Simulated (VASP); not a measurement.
Set up this calculation in VASP 6.6.1, as the native input.

| Item | Value |
| --- | --- |
| Task | single point |
| Functional | r2SCAN |
| Potentials or basis | VASP PAW PBE potentials, release 64 (I) |
| Cutoff | 520 eV |
| k mesh | 15 × 15 × 12 |
| Occupations | gaussian, width 0.1 eV |
| Spin | no spin polarisation |
| Dipole correction | no |
| Further INCAR settings | ALGO = Normal; EDIFF = 1e-06; NBANDS = 14 |

I:

```xyz
2
Lattice="4.2215 0.0000 0.0000 -2.1107 3.6559 0.0000 0.0000 0.0000 4.9301" Properties=species:S:1:pos:R:3 pbc="T T T"
I     0.0000    2.4373    1.2325
I     2.1107    1.2186    3.6976
```

The input as run:

POSCAR

```
I
1.0
    4.2214616274      0.0000000000      0.0000000000
   -2.1107308137      3.6558930105      0.0000000000
    0.0000000000      0.0000000000      4.9301228127
I
2
Direct
    0.3333333333      0.6666666667      0.2500000000
    0.6666666667      0.3333333333      0.7500000000
```

INCAR.step1

```
SYSTEM = I
PREC = Accurate
ENCUT = 520
ISMEAR = 0
SIGMA = 0.1
LREAL = .FALSE.
LASPH = .TRUE.
NELM = 80
NBANDS = 14
GGA = PE
ALGO = Normal
EDIFF = 1E-4
LWAVE = .TRUE.
LCHARG = .FALSE.
```

INCAR.step2

```
SYSTEM = I
PREC = Accurate
ENCUT = 520
EDIFF = 1E-6
ISMEAR = 0
SIGMA = 0.1
LREAL = .FALSE.
LASPH = .TRUE.
NELM = 80
ALGO = Normal
ISIF = 2
LWAVE = .FALSE.
LCHARG = .FALSE.
METAGGA = R2SCAN
LMIXTAU = .TRUE.
NBANDS = 14
ISTART = 1
```

KPOINTS

```
Automatic mesh
0
G
  15 15 12
  0 0 0
```

Potentials or basis: VASP PAW PBE potentials, release 64 (I).

Command:

```sh
$ cat potpaw_PBE.64/I/POTCAR > POTCAR
$ cp INCAR.step1 INCAR
$ mpirun -np 1 vasp_std > vasp.out
$ cp INCAR.step2 INCAR
$ mpirun -np 1 vasp_std > vasp.out
```

Results of the run:

```
Pressure               : 0.0 GPa
Band gap on the k mesh : zero (bands 7 and 8 overlap by 1.94 eV)
```

Caveat: the PAW data sets were made with another functional, which shifts forces and pressure a little; spin-orbit coupling is left out, which moves the levels of the heavy elements.

It took 3.8 min on 1 thread of Intel(R) Xeon(R) 6975P-C (Granite Rapids), with other jobs on the host, peak memory 0.31 GiB.
